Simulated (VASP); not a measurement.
# Cu (P6_3/mmc) in VASP: single point with LDA

Aim: the single point of Cu with LDA.

Everything below comes from runs of VASP 6.6.1. Logs are shortened: lines on timing, memory, paths and dates and some standing lists are left out, and cuts for length are marked.

**1. The cell of the first run**

The structure is hexagonal, space group P6_3/mmc (No. 194). Conventional cell: a = 2.480 Å, b = 2.480 Å, c = 4.092 Å, α = 90.00°, β = 90.00°, γ = 120.00°. Cu (site symmetry -6m2) has 12 Cu at 2.48 to 2.50 Å within 3.3 Å.

This isn't the form of Cu at room conditions, which is fcc.

**2. Single point, LDA**

Contents of INCAR:

```
PREC = Accurate
ENCUT = 820
EDIFF = 1E-6
ISMEAR = -1
SIGMA = 0.1
LREAL = F
LASPH = T
NELM = 120
ALGO = Normal
ISIF = 2
LWAVE = F
LCHARG = F
GGA = CA
NBANDS = 26
GGA_COMPAT = F
```

Contents of KPOINTS:

```
regular mesh
0
Gamma
  15 15 8
```

Contents of POSCAR:

```
Cu
1.0
    2.4795232888      0.0000000000      0.0000000000
   -1.2397616444      2.1473301574      0.0000000000
    0.0000000000      0.0000000000      4.0921718697
Cu
2
Direct
    0.3333333333      0.6666666667      0.2500000000
    0.6666666667      0.3333333333      0.7500000000
```

Potentials or basis: VASP PAW LDA potentials, release 64 (Cu_sv_GW).

Started as:

```bash
cat potpaw_LDA.64/Cu_sv_GW/POTCAR > POTCAR
mpirun -np 1 vasp_std > vasp.out
```

OUTCAR:

```text
PREC = Accurate
   ENCUT = 820
   EDIFF = 1E-6
   ISMEAR = -1
   LREAL = F
   LASPH = T
   NELM = 120
   ISIF = 2
   GGA = CA

 ion  position               nearest neighbor table
   1  0.333  0.667  0.250-   2 2.50   2 2.50   2 2.50   2 2.50   2 2.50   2 2.50
   2  0.667  0.333  0.750-   1 2.50   1 2.50   1 2.50   1 2.50   1 2.50   1 2.50

  LATTYP: Found a hexagonal cell.
 ALAT       =     2.4795232888
 C/A-ratio  =     1.6503865433

  Lattice vectors:

 A1 = (   2.4795232888,   0.0000000000,   0.0000000000)
 A2 = (  -1.2397616444,   2.1473301574,   0.0000000000)
 A3 = (   0.0000000000,   0.0000000000,   4.0921718697)

Analysis of symmetry for initial positions (statically):
=====================================================================
 Subroutine PRICEL returns:
 Original cell was already a primitive cell.

 Routine SETGRP: Setting up the symmetry group for a
 hexagonal supercell.

 Subroutine GETGRP returns: Found 24 space group operations
 (whereof 12 operations were pure point group operations)
 out of a pool of 24 trial point group operations.

The static configuration has the point symmetry D_3d.
 The point group associated with its full space group is D_6h.

Analysis of symmetry for dynamics (positions and initial velocities):
=====================================================================
 Subroutine PRICEL returns:
 Original cell was already a primitive cell.

 Routine SETGRP: Setting up the symmetry group for a
 hexagonal supercell.

 Subroutine GETGRP returns: Found 24 space group operations
 (whereof 12 operations were pure point group operations)
 out of a pool of 24 trial point group operations.

The dynamic configuration has the point symmetry D_3d.
 The point group associated with its full space group is D_6h.

 Subroutine INISYM returns: Found 24 space group operations
 (whereof 12 operations are pure point group operations),
 and found     1 'primitive' translations

----------------------------------------------------------------------------------------

                                     Primitive cell

  volume of cell :      21.7882

  direct lattice vectors                    reciprocal lattice vectors
     2.479523289  0.000000000  0.000000000     0.403303330  0.232847286  0.000000000
    -1.239761644  2.147330157  0.000000000     0.000000000  0.465694573  0.000000000
     0.000000000  0.000000000  4.092171870     0.000000000  0.000000000  0.244369013

  length of vectors
     2.479523289  2.479523289  4.092171870     0.465694573  0.465694573  0.244369013

  position of ions in fractional coordinates (direct lattice)
     0.333333333  0.666666667  0.250000000
     0.666666667  0.333333333  0.750000000

  ion indices of the primitive-cell ions
   primitive index   ion index
                 1           1
                 2           2

----------------------------------------------------------------------------------------

 KPOINTS: regular mesh

Automatic generation of k-mesh.
 Grid dimensions read from file:
 generate k-points for:   15   15    8

 Generating k-lattice:

  Cartesian coordinates                     Fractional coordinates (reciprocal lattice)
     0.026886889  0.015523152  0.000000000     0.066666667  0.000000000  0.000000000
     0.000000000  0.031046305  0.000000000     0.000000000  0.066666667  0.000000000
     0.000000000  0.000000000  0.030546127     0.000000000  0.000000000  0.125000000

  Length of vectors
     0.031046305  0.031046305  0.030546127

  Shift w.r.t. Gamma in fractional coordinates (k-lattice)
     0.000000000  0.000000000  0.000000000

 Subroutine IBZKPT returns following result:
 ===========================================

 Found    135 irreducible k-points:

 Following reciprocal coordinates:
            Coordinates               Weight
  0.000000  0.000000  0.000000      1.000000
  0.066667 -0.000000  0.000000      6.000000
  0.133333 -0.000000  0.000000      6.000000
  0.200000 -0.000000  0.000000      6.000000
  0.266667 -0.000000  0.000000      6.000000
  0.333333 -0.000000  0.000000      6.000000
[... 16 lines left out ...]
  0.333333  0.200000  0.000000     12.000000
  0.400000  0.200000  0.000000      6.000000
 [... further k-points ...]
   k-points           NKPTS =    135   k-points in BZ     NKDIM =    135   number of bands    NBANDS=     26
   number of dos      NEDOS =    301   number of ions     NIONS =      2
   total plane-waves  NPLWV =  23040
   dimension x,y,z NGX =    24 NGY =   24 NGZ =   40
   dimension x,y,z NGXF=    48 NGYF=   48 NGZF=   80
   ions per type =               2
   NGX,Y,Z   is equivalent  to a cutoff of  16.09, 16.09, 16.25 a.u.
   NGXF,Y,Z  is equivalent  to a cutoff of  32.18, 32.18, 32.50 a.u.
 SYSTEM =  unknown system
   PREC   = accura    normal or accurate (medium, high low for compatibility)
   ISTART =      0    job   : 0-new  1-cont  2-samecut
   ICHARG =      2    charge: 1-file 2-atom 10-const
   ISPIN  =      1    spin polarized calculation?
   LNONCOLLINEAR =      F non collinear calculations
   LSORBIT =      F    spin-orbit coupling
   LASPH  =      T    aspherical Exc in radial PAW
   ENCUT  =  820.0 eV  60.27 Ry    7.76 a.u.   5.79  5.79  9.55*2*pi/ulx,y,z
   NELM   =    120;   NELMIN=  2; NELMDL= -5     # of ELM steps
   EDIFF  = 0.1E-05   stopping-criterion for ELM
   LREAL  =      F    real-space projection
   EDIFFG = 0.1E-04   stopping-criterion for IOM
   NSW    =      0    number of steps for IOM
   IBRION =     -1    ionic relax: 0-MD 1-quasi-New 2-CG
   NFREE  =      0    steps in history (QN), initial steepest desc. (CG)
   ISIF   =      2    stress and relaxation
   ISYM   =      2    0-nonsym 1-usesym 2-fastsym
   POTIM  = 0.5000    time-step for ionic-motion
   TEBEG  =    0.0;   TEEND  =   0.0 temperature during run
   PSTRESS=    0.0 pullay stress
   NELECT =      38.0000    total number of electrons
   NUPDOWN=      -1.0000    fix difference up-down
   EMIN   =  10.00;   EMAX   =-10.00  energy-range for DOS
   EFERMI =   0.00;   METHOD = LEGACY
   ISMEAR =    -1;   SIGMA  =   0.10  broadening in eV -4-tet -1-fermi 0-gaus
   EFERMI_NEDOS =   21; number of points for ismear=-14 and -15
   IALGO  =     38    algorithm
   IMIX   =      4    mixing-type and parameters
     AMIX     =   0.40;   BMIX     =  1.00
     AMIX_MAG =   1.60;   BMIX_MAG =  1.00
  volume/ion in A,a.u.               =      10.89        73.52
  Fermi-wavevector in a.u.,A,eV,Ry     =   1.970588  3.723871 52.834352  3.883215
  Thomas-Fermi vector in A             =   2.993310
   LORBIT       =      0    0 simple, 1 ext, 2 COOP (PROOUT), +10 PAW based schemes
   GGA     = CA    functional components
   LHFCALC =     F    Hartree Fock is set to
   AEXX    =    0.0000 exact exchange contribution
   IVDW    =     0    specifies the selected vdW correction
   LEPSILON=     F    determine dielectric tensor
   LRPA    =     F    only Hartree local field effects (RPA)
 non-spin polarized calculation
  energy-cutoff  :      820.00
  volume of cell :       21.79
 maximum number of plane-waves:      1184
 NGX is ok and might be reduce to    24
   NGX = 11   NGY = 11   NGZ = 19

 number of electron      38.0000004 magnetization

 Free energy of the ion-electron system (eV)
  ---------------------------------------------------
  ext. energy  EPLUGINS =         0.00000000
  ---------------------------------------------------
  free energy    TOTEN  =        -9.71747192 eV

  energy without entropy =       -9.69968938  energy(sigma->0) =       -9.70858065

 E-fermi :   8.3082     XC(G=0): -14.3552

 val. band max:        8.2193677983   @ k =   0.1333   0.1333   0.2500
 cond. band min:       8.3105481291   @ k =   0.4667   0.0667   0.2500
 fundamental gap:      0.0911803309
 Fermi energy:         8.3082410023

 k-point     1 :       0.0000    0.0000    0.0000
  band No.  band energies     occupation
      1    -103.4743      2.00000
      2    -103.4539      2.00000
      3     -61.4901      2.00000
      4     -61.3753      2.00000
      5     -61.3753      2.00000
      6     -61.3535      2.00000
[... 18 lines left out ...]
     25      32.9644      0.00000
     26      32.9774      0.00000

 k-point     2 :       0.0667   -0.0000    0.0000
  band No.  band energies     occupation
      1    -103.4737      2.00000
      2    -103.4535      2.00000
      3     -61.4883      2.00000
      4     -61.3805      2.00000
      5     -61.3770      2.00000
      6     -61.3593      2.00000
[... 18 lines left out ...]
     25      33.1352      0.00000
     26      34.5879      0.00000

 k-point     3 :       0.1333   -0.0000    0.0000
  band No.  band energies     occupation
      1    -103.4714      2.00000
      2    -103.4522      2.00000
      3     -61.4821      2.00000
      4     -61.3951      2.00000
      5     -61.3816      2.00000
      6     -61.3745      2.00000
[... 18 lines left out ...]
     25      32.3723      0.00000
     26      33.8701      0.00000

 k-point     4 :       0.2000   -0.0000    0.0000
  band No.  band energies     occupation
      1    -103.4677      2.00000
      2    -103.4504      2.00000
      3     -61.4727      2.00000
      4     -61.4164      2.00000
      5     -61.3964      2.00000
      6     -61.3881      2.00000
[... 18 lines left out ...]
     25      29.3653      0.00000
     26      31.8523      0.00000

 k-point     5 :       0.2667   -0.0000    0.0000
  band No.  band energies     occupation
      1    -103.4634      2.00000
      2    -103.4484      2.00000
      3     -61.4608      2.00000
      4     -61.4412      2.00000
      5     -61.4213      2.00000
      6     -61.3957      2.00000
[... 18 lines left out ...]
     25      26.9576      0.00000
     26      29.7975      0.00000

 k-point     6 :       0.3333   -0.0000    0.0000
  band No.  band energies     occupation
      1    -103.4589      2.00000
      2    -103.4469      2.00000
      3     -61.4651      2.00000
      4     -61.4478      2.00000
      5     -61.4448      2.00000
      6     -61.4028      2.00000
[... 427 lines left out ...]
 k-point    21 :       0.2000    0.2000    0.0000
  band No.  band energies     occupation
      1    -103.4578      2.00000
      2    -103.4465      2.00000
      3     -61.4526      2.00000
      4     -61.4523      2.00000
      5     -61.4444      2.00000
      6     -61.4070      2.00000
[... 18 lines left out ...]
     25      26.0734      0.00000
     26      26.6371      0.00000

 k-point    22 :       0.2667    0.2000    0.0000
  band No.  band energies     occupation
      1    -103.4541      2.00000
      2    -103.4458      2.00000
      3     -61.4683      2.00000
      4     -61.4590      2.00000
      5     -61.4322      2.00000
      6     -61.4187      2.00000
[... 18 lines left out ...]
     25      24.1547      0.00000
     26      25.3480      0.00000

 k-point    23 :       0.3333    0.2000    0.0000
  band No.  band energies     occupation
      1    -103.4512      2.00000
      2    -103.4456      2.00000
      3     -61.4787      2.00000
      4     -61.4611      2.00000
      5     -61.4292      2.00000
      6     -61.4210      2.00000
[... 18 lines left out ...]
     25      21.8385      0.00000
     26      24.9582      0.00000

 k-point    24 :       0.4000    0.2000    0.0000
  band No.  band energies     occupation
      1    -103.4499      2.00000
      2    -103.4457      2.00000
      3     -61.4821      2.00000
      4     -61.4614      2.00000
      5     -61.4336      2.00000
      6     -61.4157      2.00000
[... 18 lines left out ...]
     25      20.6096      0.00000
     26      24.8241      0.00000

 [... further k-points ...]

------------------------ aborting loop because EDIFF is reached ----------------------------------------

  FORCE on cell =-STRESS in cart. coord.  units (eV):
  Direction    XX          YY          ZZ          XY          YZ          ZX
  --------------------------------------------------------------------------------------
  -------------------------------------------------------------------------------------
  Total       -0.1079899     -0.1079899     -0.1092856     -0.0000000     -0.0000000      0.0000000
  in kB       -7.9409595     -7.9409595     -8.0362344     -0.0000000     -0.0000000      0.0000000
  external PRESSURE =      -7.9727178 kB  Pullay stress =       0.0000000 kB

 VOLUME and BASIS-vectors are now :
 -----------------------------------------------------------------------------
  energy-cutoff  :      820.00
  volume of cell :       21.79
      direct lattice vectors                 reciprocal lattice vectors
     2.479523289  0.000000000  0.000000000     0.403303330  0.232847286  0.000000000
    -1.239761644  2.147330157  0.000000000     0.000000000  0.465694573  0.000000000
     0.000000000  0.000000000  4.092171870     0.000000000  0.000000000  0.244369013

 POSITION                                       TOTAL-FORCE (eV/Angst)
 -----------------------------------------------------------------------------------
     -0.00000      1.43155      1.02304        -0.000000      0.000000      0.000000
      1.23976      0.71578      3.06913         0.000000     -0.000000      0.000000
 -----------------------------------------------------------------------------------
    total drift:                               -0.000000      0.000000     -0.000000

  FREE ENERGIE OF THE ION-ELECTRON SYSTEM (eV)
  ---------------------------------------------------
  free  energy   TOTEN  =        -9.7174719180 eV

  energy  without entropy=       -9.6996893799  energy(sigma->0) =       -9.70858065
```

It took 50 s on 1 thread of Intel Xeon 6975P-C (Granite Rapids), shared host; peak memory 0.26 GiB.

Results:

```
Free energy            : -9.7175 eV
Pressure               : -0.8 GPa
Band gap on the k mesh : zero (bands 19 and 20 overlap by 6.35 eV)
```

The gap in the log of VASP goes by the Fermi energy; the results here count the filled bands.